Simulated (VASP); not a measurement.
A run of VASP 6.6.1:

INCAR

```
ALGO = Normal
EDIFF = 1E-7
EDIFFG = -0.01
ENCUT = 500
GGA = PS
GGA_COMPAT = F
IBRION = 2
ISIF = 4
ISMEAR = 0
LASPH = T
LCHARG = F
LREAL = F
LWAVE = F
NELM = 120
NELMIN = 4
NSW = 50
PREC = Accurate
SIGMA = 0.1
```

The input KPOINTS:

```
k-points
0
Gamma
  6 6 8
```

File POSCAR:

```
Ti3Sn
1.0
    5.7201313090      0.0000000000      0.0000000000
   -2.8600656545      4.9537790266      0.0000000000
    0.0000000000      0.0000000000      4.6043898646
Ti Sn
6 2
Direct
    0.1641639949      0.3283279898      0.7500000000
    0.6716720102      0.8358360051      0.7500000000
    0.1641639949      0.8358360051      0.7500000000
    0.8358360051      0.6716720102      0.2500000000
    0.3283279898      0.1641639949      0.2500000000
    0.8358360051      0.1641639949      0.2500000000
    0.6666666667      0.3333333333      0.7500000000
    0.3333333333      0.6666666667      0.2500000000
```

Potentials or basis: VASP PAW PBE potentials, release 64 (Ti_sv, Sn_d).

Launch:

```console
$ cat potpaw_PBE.64/Ti_sv/POTCAR potpaw_PBE.64/Sn_d/POTCAR > POTCAR
$ mpirun -np 1 vasp_std > vasp.out
```

Hardware: 1 thread of Oxide Virtual Turin-like Processor, on a shared host.

**Question.** How long does it take, and how much memory?

**Answer.** Wall time 12 min on 1 thread of Oxide Virtual Turin-like Processor (shared host), peak memory 0.34 GiB. Counts: scf iterations 23, k points 35, ion steps 2.
